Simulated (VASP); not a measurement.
# Co (Pm-3m) in VASP: further runs

The runs below take Co through single point, with PBEsol.

Everything below comes from runs of VASP 6.6.1. Logs are shortened: lines on timing, memory, paths and dates and some standing lists are left out, and cuts for length are marked.

## (1) The cell of the first run

Symmetry: Pm-3m, No. 221, cubic system. The conventional cell has a = 2.306 Å, b = 2.306 Å, c = 2.306 Å, α = 90.00°, β = 90.00°, γ = 90.00°. Co (site symmetry m-3m) has 6 Co at 2.31 Å within 3.0 Å.

This isn't the form of Co at room conditions, which is hcp.

## (2) Single point, PBEsol, collinear spin, ferromagnetic start (12.26 Å³/atom)

INCAR reads:

```
PREC     = Accurate       # precision mode
ENCUT    = 520            # plane-wave cutoff, eV
EDIFF    = 1E-7           # SCF threshold, eV
ISMEAR   = -1             # smearing method
SIGMA    = 0.05           # smearing width, eV
LREAL    = F              # projectors in reciprocal space
LASPH    = T              # aspherical terms in the spheres
NELM     = 150            # most SCF steps
ALGO     = Normal         # electronic algorithm
ISIF     = 2              # what is computed and relaxed
LWAVE    = F              # write WAVECAR
LCHARG   = T              # write CHGCAR
ISPIN    = 2              # spin polarisation
MAGMOM   = -1.614 -1.614  # initial moments
LORBIT   = 11             # projections on sites
LMAXMIX  = 4              # l up to which the mixer works
GGA      = PS             # functional
LELF     = T              # ELF
LVHAR    = T            
NBANDS   = 20             # bands
```

KPOINTS reads:

```
regular mesh
0
Gamma
  14 14 14
```

POSCAR reads:

```
Co
1.0
    0.0000000000      2.3059105602      2.3059105602
    2.3059105602      0.0000000000      2.3059105602
    2.3059105602      2.3059105602      0.0000000000
Co
2
Direct
    0.0000000000      0.0000000000      0.0000000000
    0.5000000000      0.5000000000      0.5000000000
```

Potentials or basis: VASP PAW PBE potentials, release 64 (Co).

On the command line:

```sh
> cat potpaw_PBE.64/Co/POTCAR > POTCAR
> mpirun -np 1 vasp_std > vasp.out
```

OUTCAR:

```text
PREC = Accurate
   ENCUT = 520
   EDIFF = 1E-7
   ISMEAR = -1
   LREAL = F
   LASPH = T
   NELM = 150
   ISIF = 2
   ISPIN = 2
   LORBIT = 11
   GGA = PS

 ion  position               nearest neighbor table
   1  0.000  0.000  0.000-   2 2.31   2 2.31   2 2.31   2 2.31   2 2.31   2 2.31
   2  0.500  0.500  0.500-   1 2.31   1 2.31   1 2.31   1 2.31   1 2.31   1 2.31

  LATTYP: Found a face centered cubic cell.
 ALAT       =     4.6118211204

  Lattice vectors:

 A1 = (   0.0000000000,   2.3059105602,   2.3059105602)
 A2 = (   2.3059105602,   0.0000000000,   2.3059105602)
 A3 = (   2.3059105602,   2.3059105602,   0.0000000000)

Analysis of symmetry for initial positions (statically):
=====================================================================
 Subroutine PRICEL returns following result:

  LATTYP: Found a simple cubic cell.
 ALAT       =     2.3059105602

  Lattice vectors:

 A1 = (  -2.3059105602,   0.0000000000,   0.0000000000)
 A2 = (   0.0000000000,   0.0000000000,   2.3059105602)
 A3 = (   0.0000000000,   2.3059105602,   0.0000000000)

   2 primitive cells build up your supercell.

 Routine SETGRP: Setting up the symmetry group for a
 face centered cubic supercell.

 Subroutine GETGRP returns: Found 48 space group operations
 (whereof 48 operations were pure point group operations)
 out of a pool of 48 trial point group operations.

The static configuration has the point symmetry O_h .

Analysis of symmetry for dynamics (positions and initial velocities):
=====================================================================
 Subroutine PRICEL returns following result:

  LATTYP: Found a simple cubic cell.
 ALAT       =     2.3059105602

  Lattice vectors:

 A1 = (  -2.3059105602,   0.0000000000,   0.0000000000)
 A2 = (   0.0000000000,   0.0000000000,   2.3059105602)
 A3 = (   0.0000000000,   2.3059105602,   0.0000000000)

   2 primitive cells build up your supercell.

 Routine SETGRP: Setting up the symmetry group for a
 face centered cubic supercell.

 Subroutine GETGRP returns: Found 48 space group operations
 (whereof 48 operations were pure point group operations)
 out of a pool of 48 trial point group operations.

The dynamic configuration has the point symmetry O_h .

Analysis of structural, dynamic, and magnetic symmetry:
=====================================================================
 Subroutine PRICEL returns following result:

  LATTYP: Found a simple cubic cell.
 ALAT       =     2.3059105602

  Lattice vectors:

 A1 = (  -2.3059105602,   0.0000000000,   0.0000000000)
 A2 = (   0.0000000000,   0.0000000000,   2.3059105602)
 A3 = (   0.0000000000,   2.3059105602,   0.0000000000)

   2 primitive cells build up your supercell.

 Routine SETGRP: Setting up the symmetry group for a
 face centered cubic supercell.

 Subroutine GETGRP returns: Found 48 space group operations
 (whereof 48 operations were pure point group operations)
 out of a pool of 48 trial point group operations.

The overall configuration has the point symmetry O_h .

 Subroutine INISYM returns: Found 48 space group operations
 (whereof 48 operations are pure point group operations),
 and found     2 'primitive' translations

----------------------------------------------------------------------------------------

                                     Primitive cell

  volume of cell :      12.2610

  direct lattice vectors                    reciprocal lattice vectors
    -2.305910560  0.000000000  0.000000000    -0.433668164  0.000000000  0.000000000
     0.000000000  0.000000000  2.305910560     0.000000000  0.000000000  0.433668164
     0.000000000  2.305910560  0.000000000     0.000000000  0.433668164  0.000000000

  length of vectors
     2.305910560  2.305910560  2.305910560     0.433668164  0.433668164  0.433668164

  position of ions in fractional coordinates (direct lattice)
     0.000000000  0.000000000  0.000000000

  ion indices of the primitive-cell ions
   primitive index   ion index
                 1           1

----------------------------------------------------------------------------------------

 KPOINTS: regular mesh

Automatic generation of k-mesh.
 Grid dimensions read from file:
 generate k-points for:   14   14   14

 Generating k-lattice:

  Cartesian coordinates                     Fractional coordinates (reciprocal lattice)
    -0.015488149  0.015488149  0.015488149     0.071428571  0.000000000  0.000000000
     0.015488149 -0.015488149  0.015488149     0.000000000  0.071428571  0.000000000
     0.015488149  0.015488149 -0.015488149     0.000000000  0.000000000  0.071428571

  Length of vectors
     0.026826261  0.026826261  0.026826261

  Shift w.r.t. Gamma in fractional coordinates (k-lattice)
     0.000000000  0.000000000  0.000000000

 Subroutine IBZKPT returns following result:
 ===========================================

 Found    104 irreducible k-points:

 Following reciprocal coordinates:
            Coordinates               Weight
  0.000000  0.000000  0.000000      1.000000
  0.071429  0.000000  0.000000      8.000000
  0.142857  0.000000  0.000000      8.000000
  0.214286  0.000000  0.000000      8.000000
  0.285714  0.000000  0.000000      8.000000
  0.357143  0.000000  0.000000      8.000000
[... 16 lines left out ...]
  0.214286  0.142857  0.000000     24.000000
  0.285714  0.142857  0.000000     24.000000
 [... further k-points ...]
   k-points           NKPTS =    104   k-points in BZ     NKDIM =    104   number of bands    NBANDS=     20
   number of dos      NEDOS =    301   number of ions     NIONS =      2
   total plane-waves  NPLWV =  13824
   dimension x,y,z NGX =    24 NGY =   24 NGZ =   24
   dimension x,y,z NGXF=    48 NGYF=   48 NGZF=   48
   ions per type =               2
   NGX,Y,Z   is equivalent  to a cutoff of  12.24, 12.24, 12.24 a.u.
   NGXF,Y,Z  is equivalent  to a cutoff of  24.47, 24.47, 24.47 a.u.
 SYSTEM =  unknown system
   PREC   = accura    normal or accurate (medium, high low for compatibility)
   ISTART =      0    job   : 0-new  1-cont  2-samecut
   ICHARG =      2    charge: 1-file 2-atom 10-const
   ISPIN  =      2    spin polarized calculation?
   LNONCOLLINEAR =      F non collinear calculations
   LSORBIT =      F    spin-orbit coupling
   LASPH  =      T    aspherical Exc in radial PAW
   ENCUT  =  520.0 eV  38.22 Ry    6.18 a.u.   6.06  6.06  6.06*2*pi/ulx,y,z
   NELM   =    150;   NELMIN=  2; NELMDL= -5     # of ELM steps
   EDIFF  = 0.1E-06   stopping-criterion for ELM
   LREAL  =      F    real-space projection
   EDIFFG = 0.1E-05   stopping-criterion for IOM
   NSW    =      0    number of steps for IOM
   IBRION =     -1    ionic relax: 0-MD 1-quasi-New 2-CG
   NFREE  =      0    steps in history (QN), initial steepest desc. (CG)
   ISIF   =      2    stress and relaxation
   ISYM   =      2    0-nonsym 1-usesym 2-fastsym
   POTIM  = 0.5000    time-step for ionic-motion
   TEBEG  =    0.0;   TEEND  =   0.0 temperature during run
   PSTRESS=    0.0 pullay stress
   NELECT =      18.0000    total number of electrons
   NUPDOWN=      -1.0000    fix difference up-down
   EMIN   =  10.00;   EMAX   =-10.00  energy-range for DOS
   EFERMI =   0.00;   METHOD = LEGACY
   ISMEAR =    -1;   SIGMA  =   0.05  broadening in eV -4-tet -1-fermi 0-gaus
   EFERMI_NEDOS =   21; number of points for ismear=-14 and -15
   IALGO  =     38    algorithm
   IMIX   =      4    mixing-type and parameters
     AMIX     =   0.40;   BMIX     =  1.00
     AMIX_MAG =   1.60;   BMIX_MAG =  1.00
  volume/ion in A,a.u.               =      12.26        82.74
  Fermi-wavevector in a.u.,A,eV,Ry     =   1.476771  2.790693 29.672308  2.180853
  Thomas-Fermi vector in A             =   2.591257
   LORBIT       =     11    0 simple, 1 ext, 2 COOP (PROOUT), +10 PAW based schemes
   GGA     = PS    functional components
   LHFCALC =     F    Hartree Fock is set to
   AEXX    =    0.0000 exact exchange contribution
   IVDW    =     0    specifies the selected vdW correction
   LEPSILON=     F    determine dielectric tensor
   LRPA    =     F    only Hartree local field effects (RPA)
 spin polarized calculation
  energy-cutoff  :      520.00
  volume of cell :       24.52
 maximum number of plane-waves:       674
   NGX = 13   NGY = 13   NGZ = 13

 number of electron      17.9999983 magnetization      -3.5654354

 Free energy of the ion-electron system (eV)
  ---------------------------------------------------
  ext. energy  EPLUGINS =         0.00000000
  ---------------------------------------------------
  free energy    TOTEN  =       -13.78498653 eV

  energy without entropy =      -13.75813005  energy(sigma->0) =      -13.77155829

 E-fermi :   8.7126     XC(G=0): -12.7809

 val. band max:        8.7112113856   @ k =   0.4286   0.0714   0.0000
 cond. band min:       8.7168700310   @ k =  -0.3571   0.4286   0.1429
 fundamental gap:      0.0056586453
 Fermi energy:         8.7125841222

 spin component 1

 k-point     1 :       0.0000    0.0000    0.0000
  band No.  band energies     occupation
      1       0.4230      1.00000
      2       5.5687      1.00000
      3       5.5687      1.00000
      4       6.0718      1.00000
      5       6.0718      1.00000
      6       6.0718      1.00000
[... 12 lines left out ...]
     19      28.4543      0.00000
     20      28.4543      0.00000

 k-point     2 :       0.0714    0.0000    0.0000
  band No.  band energies     occupation
      1       0.5405      1.00000
      2       5.6085      1.00000
      3       5.6086      1.00000
      4       6.0553      1.00000
      5       6.1243      1.00000
      6       6.1243      1.00000
[... 12 lines left out ...]
     19      27.8837      0.00000
     20      27.8837      0.00000
[... 465 lines left out ...]
      3       5.7542      1.00000
      4       6.0517      1.00000
      5       6.6500      1.00000
      6       6.6728      1.00000
[... 12 lines left out ...]
     19      29.2727      0.00000
     20      29.8866      0.00000

 k-point    24 :       0.2857    0.1429    0.0000
  band No.  band energies     occupation
      1       2.0577      1.00000
      2       5.6415      1.00000
      3       5.9126      1.00000
      4       6.2979      1.00000
      5       6.8873      1.00000
      6       6.9762      1.00000
[... 12 lines left out ...]
     19      28.6304      0.00000
     20      31.1789      0.00000

 [... further k-points ...]

 spin component 2

 k-point     1 :       0.0000    0.0000    0.0000
  band No.  band energies     occupation
      1       0.2147      1.00000
      2       4.2674      1.00000
      3       4.2674      1.00000
      4       4.4376      1.00000
      5       4.4376      1.00000
      6       4.4376      1.00000
[... 12 lines left out ...]
     19      28.0715      0.00000
     20      28.0715      0.00000

 k-point     2 :       0.0714    0.0000    0.0000
  band No.  band energies     occupation
      1       0.3319      1.00000
      2       4.3062      1.00000
      3       4.3062      1.00000
      4       4.4341      1.00000
      5       4.4844      1.00000
      6       4.4844      1.00000
[... 12 lines left out ...]
     19      27.4813      0.00000
     20      27.4813      0.00000
[... 465 lines left out ...]
      3       4.4337      1.00000
      4       4.7684      1.00000
      5       4.9652      1.00000
      6       4.9833      1.00000
[... 12 lines left out ...]
     19      28.8670      0.00000
     20      29.3860      0.00000

 k-point    24 :       0.2857    0.1429    0.0000
  band No.  band energies     occupation
      1       1.8215      1.00000
      2       4.1507      1.00000
      3       4.5829      1.00000
      4       5.0238      1.00000
      5       5.1872      1.00000
      6       5.2551      1.00000
[... 12 lines left out ...]
     19      28.2426      0.00000
     20      30.7122      0.00000

 [... further k-points ...]

------------------------ aborting loop because EDIFF is reached ----------------------------------------

  FORCE on cell =-STRESS in cart. coord.  units (eV):
  Direction    XX          YY          ZZ          XY          YZ          ZX
  --------------------------------------------------------------------------------------
  -------------------------------------------------------------------------------------
  Total       -0.4446406     -0.4446406     -0.4446406     -0.0000000     -0.0000000      0.0000000
  in kB      -29.0510800    -29.0510800    -29.0510800     -0.0000000     -0.0000000      0.0000000
  external PRESSURE =     -29.0510800 kB  Pullay stress =       0.0000000 kB

 VOLUME and BASIS-vectors are now :
 -----------------------------------------------------------------------------
  energy-cutoff  :      520.00
  volume of cell :       24.52
      direct lattice vectors                 reciprocal lattice vectors
     0.000000000  2.305910560  2.305910560    -0.216834082  0.216834082  0.216834082
     2.305910560  0.000000000  2.305910560     0.216834082 -0.216834082  0.216834082
     2.305910560  2.305910560  0.000000000     0.216834082  0.216834082 -0.216834082

 POSITION                                       TOTAL-FORCE (eV/Angst)
 -----------------------------------------------------------------------------------
      0.00000      0.00000      0.00000         0.000000     -0.000000      0.000000
      2.30591      2.30591      2.30591        -0.000000      0.000000     -0.000000
 -----------------------------------------------------------------------------------
    total drift:                                0.000000     -0.000000      0.000000

  FREE ENERGIE OF THE ION-ELECTRON SYSTEM (eV)
  ---------------------------------------------------
  free  energy   TOTEN  =       -13.7849865259 eV

  energy  without entropy=      -13.7581300505  energy(sigma->0) =      -13.77155829

 total charge

# of ion       s       p       d       tot
------------------------------------------
    1        0.510   0.435   7.291   8.235
    2        0.510   0.435   7.291   8.235
--------------------------------------------------
tot          1.019   0.869  14.581  16.470

 magnetization (x)

# of ion       s       p       d       tot
------------------------------------------
    1       -0.007   0.001  -1.775  -1.781
    2       -0.007   0.001  -1.775  -1.781
--------------------------------------------------
tot         -0.014   0.003  -3.551  -3.561
```

Run time: 2 min. Hardware: 1 thread of Intel Xeon 8259CL, shared host; peak memory 0.2 GiB.

What came out:

```
Free energy                                           : -13.7850 eV
Pressure                                              : -2.9 GPa
Net moment                                            : -3.57 μB per cell
Site moments                                          : Co -1.78 μB
Valence electrons inside the program's atomic spheres : Co 8.23
```

Caveat: the PAW data sets were made with another functional, which shifts forces and pressure a little.

## (3) Single point, PBEsol, collinear spin, ferromagnetic start (12.72 Å³/atom)

This run uses another cell than the first one, of 12.72 Å³/atom.

INCAR reads:

```
SYSTEM = Co
PREC = Accurate ; ENCUT = 520
EDIFF = 1E-6 ; ISMEAR = -1
SIGMA = 0.05 ; LREAL = .FALSE.
LASPH = .TRUE. ; NELM = 150
ALGO = Normal ; ISIF = 2
LWAVE = .FALSE. ; LCHARG = .FALSE.
ISPIN = 2 ; MAGMOM = -1.614 -1.614
LORBIT = 11 ; LMAXMIX = 4
GGA = PS ; NBANDS = 20
```

KPOINTS reads:

```
Automatic mesh
0
G
  14 14 14
  0 0 0
```

POSCAR reads:

```
Co
1.0
    0.0000000000      2.3340341924      2.3340341924
    2.3340341924      0.0000000000      2.3340341924
    2.3340341924      2.3340341924      0.0000000000
Co
2
Direct
    0.0000000000      0.0000000000      0.0000000000
    0.5000000000      0.5000000000      0.5000000000
```

Potentials or basis: VASP PAW PBE potentials, release 64 (Co).

On the command line:

```sh
> cat potpaw_PBE.64/Co/POTCAR > POTCAR
> mpirun -np 1 vasp_std > vasp.out
```

OUTCAR:

```text
SYSTEM = Co
   PREC = Accurate
   ENCUT = 520
   EDIFF = 1E-6
   ISMEAR = -1
   LREAL = .FALSE.
   LASPH = .TRUE.
   NELM = 150
   ISIF = 2
   ISPIN = 2
   LORBIT = 11
   GGA = PS

 ion  position               nearest neighbor table
   1  0.000  0.000  0.000-   2 2.33   2 2.33   2 2.33   2 2.33   2 2.33   2 2.33
   2  0.500  0.500  0.500-   1 2.33   1 2.33   1 2.33   1 2.33   1 2.33   1 2.33

  LATTYP: Found a face centered cubic cell.
 ALAT       =     4.6680683848

  Lattice vectors:

 A1 = (   0.0000000000,   2.3340341924,   2.3340341924)
 A2 = (   2.3340341924,   0.0000000000,   2.3340341924)
 A3 = (   2.3340341924,   2.3340341924,   0.0000000000)
[... 1345 lines left out ...]

 VOLUME and BASIS-vectors are now :
 -----------------------------------------------------------------------------
  energy-cutoff  :      520.00
  volume of cell :       25.43
      direct lattice vectors                 reciprocal lattice vectors
     0.000000000  2.334034192  2.334034192    -0.214221369  0.214221369  0.214221369
     2.334034192  0.000000000  2.334034192     0.214221369 -0.214221369  0.214221369
     2.334034192  2.334034192  0.000000000     0.214221369  0.214221369 -0.214221369

 POSITION                                       TOTAL-FORCE (eV/Angst)
 -----------------------------------------------------------------------------------
      0.00000      0.00000      0.00000        -0.000000     -0.000000      0.000000
      2.33403      2.33403      2.33403         0.000000      0.000000     -0.000000
 -----------------------------------------------------------------------------------
    total drift:                                0.000000      0.000000      0.000000

  FREE ENERGIE OF THE ION-ELECTRON SYSTEM (eV)
  ---------------------------------------------------
  free  energy   TOTEN  =       -13.7555903606 eV

  energy  without entropy=      -13.7295409440  energy(sigma->0) =      -13.74256565

 total charge

# of ion       s       p       d       tot
------------------------------------------
    1        0.498   0.412   7.265   8.174
    2        0.498   0.412   7.265   8.174
--------------------------------------------------
tot          0.995   0.823  14.530  16.348

 magnetization (x)

# of ion       s       p       d       tot
------------------------------------------
    1       -0.006   0.003  -1.856  -1.859
    2       -0.006   0.003  -1.856  -1.859
--------------------------------------------------
tot         -0.012   0.006  -3.712  -3.718
```

Run time: 3.3 min. Hardware: 1 thread of Intel Xeon 8259CL, shared host; peak memory 0.22 GiB.

Results:

```yaml
Free_energy: -13.7556 eV
Pressure: -7.4 GPa
Net_moment: -3.72 μB per cell
Site_moments: Co -1.86 μB
Valence_electrons_inside_the_program's_atomic_spheres: Co 8.17
```

Levels at points of the mesh, in eV from the Fermi level:
Spin up:
```csv
k point,band 3,band 4,band 5,band 6,band 7,band 8,band 9,band 10,band 11,band 12
"(0.00, 0.00, 0.00)",-2.97,-2.48,-2.48,-2.48,1.17,1.17,1.17,1.84,1.84,11.94
"(0.50, 0.00, 0.00)",-1.33,-1.33,-1.33,-1.33,-0.21,-0.21,-0.21,-0.21,0.97,0.97
"(0.50, 0.50, 0.00)",-2.44,-2.09,-1.31,-0.11,-0.11,0.16,0.16,1.29,1.77,4.70
```
Spin down:
```csv
k point,band 8,band 9,band 10,band 11,band 12,band 13,band 14,band 15
"(0.00, 0.00, 0.00)",-1.08,-1.08,0.06,0.06,11.50,11.50,11.50,13.03
"(0.50, 0.00, 0.00)",-2.15,-2.15,-2.15,-0.56,-0.56,12.48,12.48,12.48
"(0.50, 0.50, 0.00)",-1.97,-1.43,-0.98,0.00,3.48,4.83,4.83,10.83
```

Caveat: the cell stands under tension; the PAW data sets were made with another functional, which shifts forces and pressure a little.
